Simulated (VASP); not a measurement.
A run of VASP 6.6.1 is set up as follows.

The input INCAR:

```
ALGO = Normal ; EDIFF = 1E-6
ENCUT = 520 ; GGA = RE
ISIF = 2 ; ISMEAR = -1
ISPIN = 2 ; IVDW = 12
LASPH = T ; LCHARG = T
LELF = T ; LMAXMIX = 4
LORBIT = 11 ; LREAL = F
LVHAR = T ; LWAVE = F
MAGMOM = 1.14 ; NBANDS = 17
NELM = 150 ; PREC = Accurate
SIGMA = 0.025
```

File KPOINTS:

```
k-points
0
Gamma
  12 12 12
```

The input POSCAR:

```
Mo
1.0
   -1.6148719360      1.6148719360      1.6148719360
    1.6148719360     -1.6148719360      1.6148719360
    1.6148719360      1.6148719360     -1.6148719360
Mo
1
Direct
    0.0000000000      0.0000000000      0.0000000000
```

Potentials or basis: VASP PAW PBE potentials, release 64 (Mo_sv).

Launch:

```console
$ cat potpaw_PBE.64/Mo_sv/POTCAR > POTCAR
$ mpirun -np 1 vasp_std > vasp.out
```

Problem. Predict the pressure.

Solution. -24.6 GPa.

Problem. Predict the band gap on the k mesh.

Solution. Zero (filled and empty bands overlap).

Problem. What does it give for the dispersion energy per atom?

Solution. -1.231 eV.

Caveat: three body term missing; the PAW data sets were made with another functional, which shifts forces and pressure a little; pairwise dispersion overbinds metals, which lowers pressure and volume.
